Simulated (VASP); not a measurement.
BaTiO3:

```
Ba Ti O
1.0
     4.00730    0.00000    0.00000
     0.00000    4.00730    0.00000
     0.00000    0.00000    4.00730
Ba Ti O
1 1 3
Direct
  0.50903 0.45529 0.50668
  0.94374 0.06998 0.95431
  0.52053 0.00683 0.05543
  0.01265 0.49197 0.05272
  0.01405 0.97593 0.43085
```

Base run:

- Program: VASP 6.6.1
- Functional: r2SCAN
- Potentials or basis: VASP PAW PBE potentials, release 64 (Ba_sv, Ti_sv, O)
- Cutoff: 520 eV
- k mesh: 7 × 7 × 7
- Occupations: fermi-dirac, width 0.05 eV
- Spin: no spin polarisation
- Hubbard terms: Ti d U = 3.0 eV

Its results: band gap on the k mesh 3.43 eV (least direct gap 3.66 eV); pressure 14.4 GPa; largest force 5.579 eV/Å.

Problem. After a change of settings the same cell gave: band gap on the k mesh 3.65 eV (least direct gap 3.92 eV); pressure 16.5 GPa; largest force 6.208 eV/Å. Which change was it?
A. hubbard terms from Ti d U = 3.0 eV to Ti d U = 5.0 eV
B. hubbard terms from Ti d U = 3.0 eV to Ti d U = 1.0 eV
C. functional from r2SCAN to PBE; hubbard terms from Ti d U = 3.0 eV to none

Solution. A.

Caveats: the cell stands under pressure; the PAW data sets were made with another functional, which shifts forces and pressure a little; spin-orbit coupling is left out, which moves the levels of the heavy elements; an odd mesh through Γ misses points on the zone boundary, where band edges can lie.
